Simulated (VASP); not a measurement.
Wanted: the native input for a VASP 6.6.1 run.

```yaml
Task: single point
Functional: PBE
Potentials_or_basis: VASP PAW PBE potentials, release 64 (Cd)
Cutoff: 520 eV
k_mesh: 18 × 18 × 18
Occupations: gaussian, width 0.15 eV
Spin: no spin polarisation
Dipole_correction: no
Further_INCAR_settings: ALGO = Normal; EDIFF = 1e-06; NBANDS = 12
```

The structure of Cd lies in POSCAR:

```
Cd
1.0
    0.0000000000      2.2935230505      2.2935230505
    2.2935230505      0.0000000000      2.2935230505
    2.2935230505      2.2935230505      0.0000000000
Cd
1
Direct
    0.0000000000      0.0000000000      0.0000000000
```

This cell differs from its parent crystal: volume 24.129 Å^3 an atom, c/a of the conventional cell 1.0000.

One way to write it, as run:

INCAR

```
PREC = Accurate
ENCUT = 520
EDIFF = 1E-6
ISMEAR = 0
SIGMA = 0.15
LREAL = F
LASPH = T
NELM = 80
ALGO = Normal
ISIF = 2
LWAVE = F
LCHARG = F
GGA = PE
NBANDS = 12
```

KPOINTS

```
regular mesh
0
Gamma
  18 18 18
```

Potentials or basis: VASP PAW PBE potentials, release 64 (Cd).

The run is started by

```sh
$ cat potpaw_PBE.64/Cd/POTCAR > POTCAR
$ mpirun -np 1 vasp_std > vasp.out
```

It gave:

```
Pressure               : -1.8 GPa
Band gap on the k mesh : zero (band 6 reaches 3.69 eV, above the bottom of band 7 at 0.69 eV)
```

It took 11 s on 1 thread of Intel(R) Xeon(R) 6975P-C (Granite Rapids), on a shared host, peak memory 0.17 GiB.
